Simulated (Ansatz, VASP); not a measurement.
# Nb: VASP beside Ansatz

```
CELL_PARAMETERS angstrom
0.00000 2.04779 2.04779
2.04779 0.00000 2.04779
2.04779 2.04779 0.00000
ATOMIC_POSITIONS crystal
Nb 0.00000 0.00000 0.00000
```

Alike in both runs: task single point; functional PBE; k mesh 18 × 18 × 18; occupations gaussian, width 0.1 eV; no spin polarisation.

```csv
,VASP,Ansatz
version,VASP 6.6.1,Ansatz 0.2.0
potentials or method,"VASP PAW PBE potentials, release 64 (Nb_sv), cutoff 520 eV","scalar-relativistic, plane waves, PAW"
valence electrons in the cell,13,13
```

|  | VASP | Ansatz | Ansatz less VASP |
| --- | --- | --- | --- |
| gap on the k mesh at the Fermi level (eV) | none | none | - |
| pressure (GPa) | 16.6 | 17.0 | +0.37 |

A gap of «none» marks a metal or a gap that the smearing closes.
